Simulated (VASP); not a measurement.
Write the native input for VASP 6.6.1 that does the following.

```yaml
Task: single point
Functional: PBEsol
Potentials_or_basis: VASP PAW PBE potentials, release 64 (Ga_d, As)
Cutoff: 520 eV
k_mesh: 10 × 10 × 6
Occupations: gaussian, width 0.01 eV
Spin: no spin polarisation
Dipole_correction: no
Further_INCAR_settings: ALGO = Normal; EDIFF = 1e-06; NBANDS = 26
```

The structure of GaAs lies in POSCAR:

```
GaAs
1.0
    2.8289764104      2.8289764104      0.0000000000
   -2.8289764104      2.8289764104      0.0000000000
    0.0000000000      0.0000000000      5.8842709337
Ga As
2 2
Direct
    0.0000000000      0.0000000000      0.0000000000
    0.5000000000      0.5000000000      0.5000000000
    0.5000000000      0.0000000000      0.7500000000
    0.0000000000      0.5000000000      0.2500000000
```

The input as run:

INCAR

```
SYSTEM = GaAs
PREC     = Accurate       ! precision mode
ENCUT    = 520            ! plane-wave cutoff, eV
EDIFF    = 1E-6           ! SCF threshold, eV
ISMEAR   = 0              ! smearing method
SIGMA    = 0.01           ! smearing width, eV
LREAL    = .False.        ! projectors in reciprocal space
LASPH    = .True.         ! aspherical terms in the spheres
NELM     = 80             ! most SCF steps
ALGO     = Normal         ! electronic algorithm
ISIF     = 2              ! what is computed and relaxed
LWAVE    = .False.        ! write WAVECAR
LCHARG   = .True.         ! write CHGCAR
GGA      = PS             ! functional
LELF     = .True.         ! ELF
LVHAR    = .True.       
NBANDS   = 26             ! bands
```

KPOINTS

```
Automatic mesh
0
Gamma
  10 10 6
  0 0 0
```

Potentials or basis: VASP PAW PBE potentials, release 64 (Ga_d, As).

The run is started by

```bash
$ cat potpaw_PBE.64/Ga_d/POTCAR potpaw_PBE.64/As/POTCAR > POTCAR
$ mpirun -np 1 vasp_std > vasp.out
```

Results of the run:

```json
{
  "Pressure": "-2.3 GPa",
  "Band gap on the k mesh": "0.06 eV"
}
```

Caveat: the PAW data sets were made with another functional, which shifts forces and pressure a little.

Run time: 3.3 min on 1 thread of AMD EPYC 7R43 64-Core Processor (Zen 3) (shared host), peak memory 0.27 GiB.
